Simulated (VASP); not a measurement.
**B: single point with PBE**

Crystal: B.

```xyz
1
Lattice="2.3494 -0.0102 0.0154 -0.0102 2.3347 0.0423 0.0104 0.0286 1.5920" Properties=species:S:1:pos:R:3 pbc="T T T"
B     1.1810    1.2070    0.8300
```

This cell differs from its parent crystal: the cell strained at random.

* Program: VASP 6.6.1
* Task: single point
* Functional: PBE
* Potentials or basis: VASP PAW PBE potentials, release 64 (B)
* Cutoff: 520 eV
* k mesh: 11 × 11 × 16
* Occupations: fermi-dirac, width 0.05 eV
* Spin: no spin polarisation
* Dipole correction: no
* Further INCAR settings: ALGO = Normal; EDIFF = 1e-07; NBANDS = 8

```
Pressure               : -1.8 GPa
Band gap on the k mesh : zero (an odd number of electrons rules out a gap without spin polarisation)
```

Stress tensor (GPa, compression positive):
```
-1.19  0.54  1.35
 0.54 -0.19  2.26
 1.35  2.26 -4.17
```

Levels at points of the mesh, in eV from the Fermi level:
| k point | band 1 | band 2 | band 3 | band 4 | band 5 | band 6 |
| --- | --- | --- | --- | --- | --- | --- |
| (0.00, 0.00, 0.00) | -14.00 | 4.39 | 4.62 | 14.33 | 15.51 | 26.02 |
| (0.00, 0.00, 0.50) | -5.98 | 1.27 | 13.39 | 13.49 | 21.46 | 26.11 |

It took 35 s on 1 thread of Intel Xeon 8259CL (shared host), peak memory 0.16 GiB.

Caveat: the cell differs from its parent crystal (the cell strained at random).
